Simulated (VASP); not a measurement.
# Be3Cl2 (C2) in VASP: notebook

Be3Cl2 is run at these levels: PBE; tasks: single point, relaxation of cell and atoms.

All numbers are computed with VASP 6.6.1; they aren't measurements. Logs are shortened: lines on timing, memory, paths and dates and some standing lists are left out, and cuts for length are marked.

## Step 1: The cell of the first run

The structure is monoclinic, space group C2 (No. 5). The conventional cell has a = 8.647 Å, b = 6.039 Å, c = 3.965 Å, α = 90.00°, β = 105.52°, γ = 90.00°. Be (site symmetry 1) has 3 Be at 1.96 to 2.24 Å and 2 Cl at 2.04 to 2.14 Å within 2.6 Å. Be (site symmetry 2) has 4 Be at 2.23 to 2.24 Å and 2 Cl at 2.35 Å within 3.0 Å. Within 2.7 Å of Cl (site symmetry 1) lie 3 Be at 2.04 to 2.35 Å.

The cell was generated, and may not be a known phase.

## Step 2: Single point, PBE

File INCAR:

```
PREC     = Accurate       # precision mode
ENCUT    = 520            # plane-wave cutoff, eV
EDIFF    = 1E-6           # SCF threshold, eV
ISMEAR   = 0              # smearing method
SIGMA    = 0.1            # smearing width, eV
LREAL    = False          # projectors in reciprocal space
LASPH    = True           # aspherical terms in the spheres
NELM     = 80             # most SCF steps
ALGO     = Normal         # electronic algorithm
ISIF     = 2              # what is computed and relaxed
LWAVE    = False          # write WAVECAR
LCHARG   = False          # write CHGCAR
GGA      = PE             # functional
NBANDS   = 18             # bands
```

File KPOINTS:

```
Automatic mesh
0
Gamma
  4 4 4
```

File POSCAR:

```
Be3Cl2
1.0
    4.9688781067     -3.0194327389     -0.7407148628
    4.9688781067      3.0194327389     -0.7407148628
   -1.7072461468      0.0000000000      3.5785963212
Be Cl
3 2
Direct
   -0.2303293800      0.4651363566      0.1671910626
    0.5348636434      1.2303293800      0.8328089374
    0.7086602160      0.2913397840      0.5000000000
    0.7657364683      0.8622642811      0.4846474717
    0.1377357189      0.2342635317      0.5153525283
```

Potentials or basis: VASP PAW PBE potentials, release 64 (Be, Cl).

On the command line:

```console
$ cat potpaw_PBE.64/Be/POTCAR potpaw_PBE.64/Cl/POTCAR > POTCAR
$ mpirun -np 1 vasp_std > vasp.out
```

OUTCAR:

```text
PREC = Accurate
   ENCUT = 520
   EDIFF = 1E-6
   ISMEAR = 0
   LREAL = False
   LASPH = True
   NELM = 80
   ISIF = 2
   GGA = PE

 ion  position               nearest neighbor table
   1  0.770  0.465  0.167-   2 1.96   4 2.04   5 2.14   3 2.23   3 2.24
   2  0.535  0.230  0.833-   1 1.96   5 2.04   4 2.14   3 2.23   3 2.24
   3  0.709  0.291  0.500-   1 2.23   2 2.23   1 2.24   2 2.24   5 2.35   4 2.35
   4  0.766  0.862  0.485-   1 2.04   2 2.14   3 2.35
   5  0.138  0.234  0.515-   2 2.04   1 2.14   3 2.35

  Warning from LATTYP: Got some problem with cell dimensions!
  Tried to take original basis but could not verify dimensions!
  LATTYP: Found a base centered monoclinic cell.
 ALAT       =     8.6468061650
 B/A-ratio  =     0.6983926045
 C/A-ratio  =     0.4585481305
 COS(beta)  =    -0.2675984089

  Lattice vectors:

 A1 = (  -3.2616319599,   3.0194327389,  -2.8378814584)
 A2 = (  -3.2616319599,  -3.0194327389,  -2.8378814584)
 A3 = (  -1.7072461468,   0.0000000000,   3.5785963212)

Analysis of symmetry for initial positions (statically):
=====================================================================
 Subroutine PRICEL returns:
 Original cell was already a primitive cell.

 Routine SETGRP: Setting up the symmetry group for a
 base centered monoclinic supercell.

 Subroutine GETGRP returns: Found  2 space group operations
 (whereof  2 operations were pure point group operations)
 out of a pool of  4 trial point group operations.

The static configuration has the point symmetry C_2 .

Analysis of symmetry for dynamics (positions and initial velocities):
=====================================================================
 Subroutine PRICEL returns:
 Original cell was already a primitive cell.

 Routine SETGRP: Setting up the symmetry group for a
 base centered monoclinic supercell.

 Subroutine GETGRP returns: Found  2 space group operations
 (whereof  2 operations were pure point group operations)
 out of a pool of  4 trial point group operations.

The dynamic configuration has the point symmetry C_2 .

 Subroutine INISYM returns: Found  2 space group operations
 (whereof  2 operations are pure point group operations),
 and found     1 'primitive' translations

----------------------------------------------------------------------------------------

                                     Primitive cell

  volume of cell :      99.7441

  direct lattice vectors                    reciprocal lattice vectors
     4.968878107 -3.019432739 -0.740714863     0.108330527 -0.165594018  0.051681402
     4.968878107  3.019432739 -0.740714863     0.108330527  0.165594018  0.051681402
    -1.707246147  0.000000000  3.578596321     0.044845534  0.000000000  0.300833698

  length of vectors
     5.861346450  5.861346450  3.964976801     0.204518579  0.204518579  0.304157913

  position of ions in fractional coordinates (direct lattice)
     0.769670620  0.465136357  0.167191063
     0.534863643  0.230329380  0.832808937
     0.708660216  0.291339784  0.500000000
     0.765736468  0.862264281  0.484647472
     0.137735719  0.234263532  0.515352528

  ion indices of the primitive-cell ions
   primitive index   ion index
                 1           1
                 2           2
                 3           3
                 4           4
                 5           5

----------------------------------------------------------------------------------------

 KPOINTS: Automatic mesh

Automatic generation of k-mesh.
 Grid dimensions read from file:
 generate k-points for:    4    4    4

 Generating k-lattice:

  Cartesian coordinates                     Fractional coordinates (reciprocal lattice)
     0.027082632 -0.041398505  0.012920350     0.250000000  0.000000000  0.000000000
     0.027082632  0.041398505  0.012920350     0.000000000  0.250000000  0.000000000
     0.011211383  0.000000000  0.075208424     0.000000000  0.000000000  0.250000000

  Length of vectors
     0.051129645  0.051129645  0.076039478

  Shift w.r.t. Gamma in fractional coordinates (k-lattice)
     0.000000000  0.000000000  0.000000000

 Subroutine IBZKPT returns following result:
 ===========================================

 Found     24 irreducible k-points:

 Following reciprocal coordinates:
            Coordinates               Weight
  0.000000  0.000000  0.000000      1.000000
  0.250000 -0.000000  0.000000      4.000000
  0.500000 -0.000000  0.000000      2.000000
  0.250000  0.250000  0.000000      2.000000
  0.500000  0.250000 -0.000000      4.000000
 -0.250000  0.250000  0.000000      2.000000
[... 16 lines left out ...]
 -0.250000  0.250000  0.500000      2.000000
  0.500000  0.500000  0.500000      1.000000
   k-points           NKPTS =     24   k-points in BZ     NKDIM =     24   number of bands    NBANDS=     18
   number of dos      NEDOS =    301   number of ions     NIONS =      5
   total plane-waves  NPLWV =  69120
   dimension x,y,z NGX =    48 NGY =   48 NGZ =   30
   dimension x,y,z NGXF=    96 NGYF=   96 NGZF=   60
   ions per type =               3   2
   NGX,Y,Z   is equivalent  to a cutoff of  13.61, 13.61, 12.58 a.u.
   NGXF,Y,Z  is equivalent  to a cutoff of  27.23, 27.23, 25.16 a.u.
 SYSTEM =  unknown system
   PREC   = accura    normal or accurate (medium, high low for compatibility)
   ISTART =      0    job   : 0-new  1-cont  2-samecut
   ICHARG =      2    charge: 1-file 2-atom 10-const
   ISPIN  =      1    spin polarized calculation?
   LNONCOLLINEAR =      F non collinear calculations
   LSORBIT =      F    spin-orbit coupling
   LASPH  =      T    aspherical Exc in radial PAW
   ENCUT  =  520.0 eV  38.22 Ry    6.18 a.u.  10.90 10.90  7.37*2*pi/ulx,y,z
   NELM   =     80;   NELMIN=  2; NELMDL= -5     # of ELM steps
   EDIFF  = 0.1E-05   stopping-criterion for ELM
   LREAL  =      F    real-space projection
   EDIFFG = 0.1E-04   stopping-criterion for IOM
   NSW    =      0    number of steps for IOM
   IBRION =     -1    ionic relax: 0-MD 1-quasi-New 2-CG
   NFREE  =      0    steps in history (QN), initial steepest desc. (CG)
   ISIF   =      2    stress and relaxation
   ISYM   =      2    0-nonsym 1-usesym 2-fastsym
   POTIM  = 0.5000    time-step for ionic-motion
   TEBEG  =    0.0;   TEEND  =   0.0 temperature during run
   PSTRESS=    0.0 pullay stress
   NELECT =      20.0000    total number of electrons
   NUPDOWN=      -1.0000    fix difference up-down
   EMIN   =  10.00;   EMAX   =-10.00  energy-range for DOS
   EFERMI =   0.00;   METHOD = LEGACY
   ISMEAR =     0;   SIGMA  =   0.10  broadening in eV -4-tet -1-fermi 0-gaus
   EFERMI_NEDOS =   21; number of points for ismear=-14 and -15
   IALGO  =     38    algorithm
   IMIX   =      4    mixing-type and parameters
     AMIX     =   0.40;   BMIX     =  1.00
     AMIX_MAG =   1.60;   BMIX_MAG =  1.00
  volume/ion in A,a.u.               =      19.95       134.62
  Fermi-wavevector in a.u.,A,eV,Ry     =   0.958199  1.810734 12.492128  0.918146
  Thomas-Fermi vector in A             =   2.087285
   LORBIT       =      0    0 simple, 1 ext, 2 COOP (PROOUT), +10 PAW based schemes
   GGA     = PE    functional components
   LHFCALC =     F    Hartree Fock is set to
   AEXX    =    0.0000 exact exchange contribution
   IVDW    =     0    specifies the selected vdW correction
   LEPSILON=     F    determine dielectric tensor
   LRPA    =     F    only Hartree local field effects (RPA)
 non-spin polarized calculation
 Gauss-broadening in eV      SIGMA  =   0.10
  energy-cutoff  :      520.00
  volume of cell :       99.74
 maximum number of plane-waves:      2722
 NGX is ok and might be reduce to    48
   NGX = 21   NGY = 21   NGZ = 15

 number of electron      19.9999999 magnetization

 Free energy of the ion-electron system (eV)
  ---------------------------------------------------
  ext. energy  EPLUGINS =         0.00000000
  ---------------------------------------------------
  free energy    TOTEN  =       -15.83343440 eV

  energy without entropy =      -15.83343440  energy(sigma->0) =      -15.83343440

 E-fermi :   2.5787     XC(G=0):  -7.7832

 val. band max:        2.1575176601   @ k =   0.5000   0.5000   0.0000
 cond. band min:       3.3757300619   @ k =   0.5000   0.5000   0.5000
 fundamental gap:      1.2182124018
 Fermi energy:         2.5786585446

 k-point     1 :       0.0000    0.0000    0.0000
  band No.  band energies     occupation
      1     -15.0963      2.00000
      2     -14.3927      2.00000
      3      -5.3639      2.00000
      4      -4.7437      2.00000
      5      -2.7264      2.00000
      6      -2.5229      2.00000
[... 10 lines left out ...]
     17       8.5243      0.00000
     18       9.1719      0.00000

 k-point     2 :       0.2500   -0.0000    0.0000
  band No.  band energies     occupation
      1     -15.0096      2.00000
      2     -14.4961      2.00000
      3      -5.3884      2.00000
      4      -4.7545      2.00000
      5      -2.7415      2.00000
      6      -2.5719      2.00000
[... 10 lines left out ...]
     17       8.7313      0.00000
     18       9.4847      0.00000

 k-point     3 :       0.5000   -0.0000    0.0000
  band No.  band energies     occupation
      1     -14.8538      2.00000
      2     -14.6685      2.00000
      3      -5.4440      2.00000
      4      -4.7079      2.00000
      5      -2.8246      2.00000
      6      -2.5691      2.00000
[... 10 lines left out ...]
     17       8.8530      0.00000
     18       9.6314      0.00000

 k-point     4 :       0.2500    0.2500    0.0000
  band No.  band energies     occupation
      1     -15.0193      2.00000
      2     -14.4777      2.00000
      3      -5.8181      2.00000
      4      -4.2105      2.00000
      5      -3.0642      2.00000
      6      -2.5042      2.00000
[... 375 lines left out ...]
      4      -4.5728      2.00000
      5      -3.6883      2.00000
      6      -3.0491      2.00000
[... 10 lines left out ...]
     17       9.5025      0.00000
     18       9.9506      0.00000

 k-point    23 :      -0.2500    0.2500    0.5000
  band No.  band energies     occupation
      1     -14.6696      2.00000
      2     -14.6683      2.00000
      3      -5.0837      2.00000
      4      -4.9311      2.00000
      5      -3.3212      2.00000
      6      -3.3130      2.00000
[... 10 lines left out ...]
     17       9.6515      0.00000
     18      10.3264      0.00000

 k-point    24 :       0.5000    0.5000    0.5000
  band No.  band energies     occupation
      1     -14.8880      2.00000
      2     -14.4386      2.00000
      3      -5.2993      2.00000
      4      -4.3430      2.00000
      5      -3.9241      2.00000
      6      -2.8832      2.00000
[... 10 lines left out ...]
     17       9.6409      0.00000
     18      10.0008      0.00000

------------------------ aborting loop because EDIFF is reached ----------------------------------------

  FORCE on cell =-STRESS in cart. coord.  units (eV):
  Direction    XX          YY          ZZ          XY          YZ          ZX
  --------------------------------------------------------------------------------------
  -------------------------------------------------------------------------------------
  Total        0.0003824      0.1501702     -0.0203245      0.0000000      0.0000000      0.0263904
  in kB        0.0061421      2.4121654     -0.3264692      0.0000000      0.0000000      0.4239059
  external PRESSURE =       0.6972794 kB  Pullay stress =       0.0000000 kB

 VOLUME and BASIS-vectors are now :
 -----------------------------------------------------------------------------
  energy-cutoff  :      520.00
  volume of cell :       99.74
      direct lattice vectors                 reciprocal lattice vectors
     4.968878107 -3.019432739 -0.740714863     0.108330527 -0.165594018  0.051681402
     4.968878107  3.019432739 -0.740714863     0.108330527  0.165594018  0.051681402
    -1.707246147  0.000000000  3.578596321     0.044845534  0.000000000  0.300833698

 POSITION                                       TOTAL-FORCE (eV/Angst)
 -----------------------------------------------------------------------------------
      5.85017     -0.91952     -0.31633        -0.016178     -0.007695     -0.018063
      2.38034     -0.91952      2.41350         0.016178     -0.007695      0.018063
      4.11526     -1.26007      1.04858        -0.000000      0.024864      0.000000
      7.26192      0.29146      0.52847         0.035064     -0.004737     -0.001955
      0.96859      0.29146      1.56869        -0.035064     -0.004737      0.001955
 -----------------------------------------------------------------------------------
    total drift:                                0.000000      0.000045     -0.000000

  FREE ENERGIE OF THE ION-ELECTRON SYSTEM (eV)
  ---------------------------------------------------
  free  energy   TOTEN  =       -15.8334344029 eV

  energy  without entropy=      -15.8334344029  energy(sigma->0) =      -15.83343440
```

It took 78 s on 1 thread of Oxide Virtual Turin-like, shared host; peak memory 0.21 GiB.

What came out:

| Item | Value |
| --- | --- |
| Free energy | -15.8334 eV |
| Pressure | 0.1 GPa |
| Largest force | 0.035 eV/Å |
| Band gap on the k mesh | 1.22 eV (least direct gap 1.35 eV) |

Forces in eV/Å, atoms in the order of the input:
```
Be  -0.016 -0.008 -0.018
Be   0.016 -0.008  0.018
Be   0.000  0.025  0.000
Cl   0.035 -0.005 -0.002
Cl  -0.035 -0.005  0.002
```

Stress tensor (GPa, compression positive):
```
 0.00  0.00  0.04
 0.00  0.24  0.00
 0.04  0.00 -0.03
```

Levels at points of the mesh, in eV from the valence-band top:
| k point | band 7 | band 8 | band 9 | band 10 | band 11 | band 12 | band 13 | band 14 |
| --- | --- | --- | --- | --- | --- | --- | --- | --- |
| (0.00, 0.00, 0.00) | -4.42 | -4.28 | -3.11 | 0.00 | 2.57 | 3.59 | 4.08 | 4.44 |
| (0.50, 0.00, 0.00) | -4.17 | -4.11 | -2.82 | -0.06 | 1.72 | 2.91 | 4.01 | 4.82 |
| (0.50, 0.50, 0.00) | -4.34 | -3.76 | -2.21 | 0.00 | 1.35 | 1.65 | 3.88 | 5.68 |
| (0.00, 0.00, 0.50) | -4.99 | -3.89 | -1.73 | -1.60 | 2.60 | 2.88 | 3.21 | 4.57 |
| (0.50, 0.00, 0.50) | -4.53 | -4.20 | -2.37 | -1.21 | 1.38 | 3.29 | 4.14 | 5.38 |
| (0.50, 0.50, 0.50) | -4.73 | -4.11 | -2.79 | -0.77 | 1.22 | 2.92 | 3.46 | 6.40 |

Caveat: the k points lie up to 0.48 Å⁻¹ apart.

(Part 1 of 3 ends here.)
